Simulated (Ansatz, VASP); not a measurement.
## Au: VASP beside Ansatz

POSCAR

```
Au
1.0
   -1.6158372750      1.6158372750      1.6987007250
    1.6158372750     -1.6158372750      1.6987007250
    1.6158372750      1.6158372750     -1.6987007250
Au
1
Direct
    0.0000000000      0.0000000000      0.0000000000
```

INCAR.step1

```
SYSTEM = Au
  ALGO = Normal
  EDIFF = 1E-4
  ENCUT = 520
  GGA = PE
  ISMEAR = 0
  LASPH = .True.
  LCHARG = .False.
  LREAL = .False.
  LWAVE = .True.
  NBANDS = 12
  NELM = 100
  PREC = Accurate
  SIGMA = 0.15
```

Contents of INCAR.step2:

```
SYSTEM = Au
  ALGO = Normal
  EDIFF = 1E-6
  ENCUT = 520
  ISIF = 2
  ISMEAR = 0
  ISTART = 1
  LASPH = .True.
  LCHARG = .False.
  LMIXTAU = .True.
  LREAL = .False.
  LWAVE = .False.
  METAGGA = R2SCAN
  NBANDS = 12
  NELM = 100
  PREC = Accurate
  SIGMA = 0.15
```

The input KPOINTS:

```
k-points
0
Gamma
  20 20 20
  0 0 0
```

Input for Ansatz:

```yaml
crystal:
  lattice:
    - [-1.615837275, 1.615837275, 1.698700725]
    - [1.615837275, -1.615837275, 1.698700725]
    - [1.615837275, 1.615837275, -1.698700725]
  atoms:
    - { symbol: Au, position: [0.0, 0.0, 0.0] }
basis:
  ecutwfc: 500
kpoints:
  mp_grid: { grid: [20, 20, 20] }
hamiltonian:
  xc: r2scan
scf:
  occupations: { method: gaussian, width: 0.15 }
output:
  forces: true
  stress: true
  eigenvalues: true
```

Change from the starting cell: strain -0.025 along x and y, +0.025 along z, atoms carried along.

Alike in both runs: task single point; functional r2SCAN; k mesh 20 × 20 × 20; occupations gaussian, width 0.15 eV; no spin polarisation.

```csv
,VASP,Ansatz
version,VASP 6.6.1,Ansatz 0.2.0
potentials or method,"VASP PAW PBE potentials, release 64 (Au), cutoff 520 eV","scalar-relativistic, plane waves, PAW"
valence electrons in the cell,11,19
```

Ansatz gave:

* gap on the k mesh at the Fermi level (eV): none
* pressure (GPa): -1.3
* traceless stress, the component that is largest in VASP (GPa): 0.20

Question: Estimate VASP's values.

Answer: gap on the k mesh at the Fermi level (eV): none; pressure (GPa): -1.0; traceless stress, the component that is largest in VASP (GPa): 0.22.

VASP's potentials were made for PBE, not for r2SCAN. A gap of «none» marks a metal or a gap that the smearing closes. VASP's potentials hold 11 valence electrons a cell and Ansatz's 19, so a difference there can come from the potentials and not from the codes.

Spin-orbit coupling is off throughout.
